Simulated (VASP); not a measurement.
Here is a VASP 6.6.1 calculation.

INCAR

```
PREC = Accurate
ENCUT = 520
EDIFF = 1E-7
ISMEAR = 0
SIGMA = 0.1
LREAL = F
LASPH = T
NELM = 60
ALGO = Fast
ISIF = 2
LWAVE = F
LCHARG = F
GGA = PS
NBANDS = 12
```

The input KPOINTS:

```
Automatic mesh
0
Gamma
  14 14 14
  0.5 0.5 0.5
```

File POSCAR:

```
Cu
1.0
   -1.4427933200      1.4427933200      1.3760814500
    1.4427933200     -1.4427933200      1.3760814500
    1.4427933200      1.4427933200     -1.3760814500
Cu
1
Direct
    0.0000000000      0.0000000000      0.0000000000
```

Potentials or basis: VASP PAW PBE potentials, release 64 (Cu).

Command:

```sh
$ cat potpaw_PBE.64/Cu/POTCAR > POTCAR
$ mpirun -np 1 vasp_std > vasp.out
```

What does it give for the pressure?

-0.7 GPa.

Stress tensor (GPa, compression positive):
```
-0.75  0.00  0.00
 0.00 -0.75  0.00
 0.00  0.00 -0.57
```

Caveat: the PAW data sets were made with another functional, which shifts forces and pressure a little.
